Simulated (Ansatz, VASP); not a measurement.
# Two plane-wave programs on Ca

INCAR

```
SYSTEM = Ca
PREC = Accurate ; ENCUT = 520
EDIFF = 1E-6 ; ISMEAR = -1
SIGMA = 0.1 ; LREAL = .False.
LASPH = .True. ; NELM = 80
ALGO = Normal ; ISIF = 2
LWAVE = .False. ; LCHARG = .False.
NBANDS = 11
```

The input KPOINTS:

```
regular mesh
0
Gamma
  11 11 11
  0 0 0
```

File POSCAR:

```
Ca
1.0
    3.2284599572      0.0000000000      0.0000000000
    0.0000000000      3.2284599572      0.0000000000
    0.0000000000      0.0000000000      3.2284599572
Ca
1
Direct
    0.0000000000      0.0000000000      0.0000000000
```

Input for Ansatz:

```yaml
crystal:
  lattice:
    - [3.2284599572, 0.0, 0.0]
    - [0.0, 3.2284599572, 0.0]
    - [0.0, 0.0, 3.2284599572]
  atoms:
    - { symbol: Ca, position: [0.0, 0.0, 0.0] }
hamiltonian:
  xc: lda
  pseudopotentials:
    kind: paw
    azcp:
      Ca: "pseudopotentials/Ca.paw.azcp"
basis:
  ecutwfc: 420
  fft_grid_basis: typed
kpoints:
  mp_grid: { grid: [11, 11, 11], shift: [0, 0, 0] }
magnetization:
  spin_polarized: false
scf:
  occupations: { method: fermi_dirac, width: 0.1 }
  lower_state_search: "off"
output:
  stress: true
  write_density: true
  write_potential: true
  elf: true
  volumetric_format: npy
```

Alike in both runs: task single point; functional LDA; k mesh 11 × 11 × 11; occupations fermi-dirac, width 0.1 eV; no spin polarisation.

|  | VASP | Ansatz |
| --- | --- | --- |
| version | VASP 6.6.1 | Ansatz 0.2.0 |
| potentials or method | VASP PAW LDA potentials, release 64 (Ca_sv), cutoff 520 eV | plane waves (420 eV) with PAW, scalar-relativistic |
| valence electrons in the cell | 10 | 10 |

```csv
,VASP,Ansatz,Ansatz less VASP
pressure (GPa),1.9,1.9,+0.01
```

Ansatz warns that its potentials were made for another functional, while VASP's fit it. LDA's correlation is that of Perdew and Zunger in VASP and of Perdew and Wang (1992) in Ansatz.
